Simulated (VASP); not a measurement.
Ga, 1 atom in the cell. The structure is tetragonal, space group I4/mmm (No. 139). The conventional cell has a = 2.769 Å, b = 2.769 Å, c = 4.622 Å, α = 90.00°, β = 90.00°, γ = 90.00°. Within 3.6 Å of Ga (site symmetry 4/mmm) lie 12 Ga at 2.77 to 3.03 Å. 

```yaml
Program: VASP 6.6.1
Task: single point
Functional: PBE
Potentials_or_basis: VASP PAW PBE potentials, release 64 (Ga_d)
Cutoff: 520 eV
k_mesh: 13 × 13 × 13
Occupations: gaussian, width 0.017 eV
Spin: no spin polarisation
Dipole_correction: no
Further_INCAR_settings: ALGO = Normal; EDIFF = 1e-06; NBANDS = 12
```

Potentials or basis: VASP PAW PBE potentials, release 64 (Ga_d).

Run with:

```console
$ cat potpaw_PBE.64/Ga_d/POTCAR > POTCAR
$ mpirun -np 1 vasp_std > vasp.out
```

Hardware: 1 thread of Intel(R) Xeon(R) 6975P-C (Granite Rapids) (shared host).

**Question.** Estimate the wall time of this run.

**Answer.** Wall time 11 s on 1 thread of Intel(R) Xeon(R) 6975P-C (Granite Rapids), with other jobs on the host, peak memory 0.16 GiB. Counts: scf iterations 10, k points 196.
